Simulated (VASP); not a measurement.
Set up this calculation in VASP 6.6.1, as the native input.

| Quantity | Value |
| --- | --- |
| Task | single point |
| Functional | PBEsol |
| Potentials or basis | VASP PAW PBE potentials, release 64 (Ag, Pb_d, Bi_d) |
| Cutoff | 520 eV |
| k mesh | 2 × 2 × 2, shifted |
| Occupations | gaussian, width 0.1 eV |
| Spin | no spin polarisation |
| Dipole correction | no |
| Further INCAR settings | LREAL = Auto; ALGO = Fast; EDIFF = 1e-06; NBANDS = 124; ISYM = 0 |

The structure of Ag2Bi3Pb11 lies in POSCAR:

```
Ag2Bi3Pb11
1.0
    8.7420445647     -0.2659202177      0.6727349469
   -0.2659202177      6.5175604072      0.6875691336
    0.6727349469      0.6875691336      8.1278132689
Ag Pb Bi
2 11 3
Direct
    1.0410034447      0.9185713327      0.5294431353
    0.7042048435      0.2995983411      0.7304306448
   -0.0195911485      0.0239118447     -0.1222141926
   -0.0843528499      0.5042533401     -0.0504550417
    0.1418026947      0.2703359431      0.2077542317
    0.5456879510      0.4620188572      0.0653764308
    0.3934188407      1.0532352610      0.4467979877
    0.7721585448      0.2262062674      0.3735327645
    0.2171467378      0.7867018342      0.1946086338
    0.4710090973      0.5598978778      0.4566120682
    0.8440904182      0.7518884904      0.2872494740
    0.2855561020      0.7039135657      0.7970904682
    0.6987838824      0.7954048898      0.6817593669
    0.5994381367      0.9737997550      0.0572069673
    0.0303775504      0.4440510703      0.5669888897
    0.3607631025      0.2076074062      0.8097864681
```

One way to write it, as run:

INCAR

```
SYSTEM = Ag2Bi3Pb11
PREC = Accurate ; ENCUT = 520
EDIFF = 1E-6 ; ISMEAR = 0
SIGMA = 0.1 ; LREAL = Auto
LASPH = .TRUE. ; NELM = 60
ALGO = Fast ; ISIF = 2
LWAVE = .FALSE. ; LCHARG = .FALSE.
GGA = PS ; NBANDS = 124
ISYM = 0
```

KPOINTS

```
Automatic mesh
0
Gamma
  2 2 2
  0.5 0.5 0.5
```

Potentials or basis: VASP PAW PBE potentials, release 64 (Ag, Pb_d, Bi_d).

Run with:

```bash
$ cat potpaw_PBE.64/Ag/POTCAR potpaw_PBE.64/Pb_d/POTCAR potpaw_PBE.64/Bi_d/POTCAR > POTCAR
$ mpirun -np 1 vasp_std > vasp.out
```

Results of the run:

```
Pressure               : -0.1 GPa
Largest force          : 0.044 eV/Å
Band gap on the k mesh : zero (an odd number of electrons rules out a gap without spin polarisation)
```

Caveat: the k points lie up to 0.49 Å⁻¹ apart, too coarse for converged energies and pressures of a metal; the PAW data sets were made with another functional, which shifts forces and pressure a little; spin-orbit coupling is left out, which moves the levels of the heavy elements.

It took 3.6 min on 1 thread of AMD EPYC 9R45 96-Core Processor (Zen 5), on a shared host, peak memory 0.55 GiB.
